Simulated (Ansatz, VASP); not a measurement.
## SnS3 in VASP and in Ansatz

```
Sn S
1.0
     4.28090    0.00000    0.00000
     0.00000    4.28090    0.00000
     0.00000    0.00000    4.28090
Sn S
1 3
Direct
  0.00000 0.00000 0.00000
  0.50000 0.50000 0.00000
  0.00000 0.50000 0.50000
  0.50000 0.00000 0.50000
```

Change from the starting cell: species swapped into the InPt3 type (Pm-3m, No. 221).

Alike in both runs: functional PBE; k mesh 12 × 12 × 12; occupations gaussian, width 0.1 eV; no spin polarisation.

Ansatz relaxed the structure, and its values are those at the end. VASP's run is a single point on that final structure, the one shown.

|  | VASP | Ansatz |
| --- | --- | --- |
| version | VASP 6.6.1 | Ansatz 0.2.0 |
| potentials or method | VASP PAW PBE potentials, release 64 (Sn_d, S), cutoff 520 eV | scalar-relativistic, plane waves, PAW |
| valence electrons in the cell | 32 | 32 |

|  | VASP | Ansatz | Ansatz less VASP |
| --- | --- | --- | --- |
| gap on the k mesh at the Fermi level (eV) | none | none | - |
| pressure (GPa) | 0.0 | 0.0 | +0.07 |

A gap of «none» marks a metal or a gap that the smearing closes.
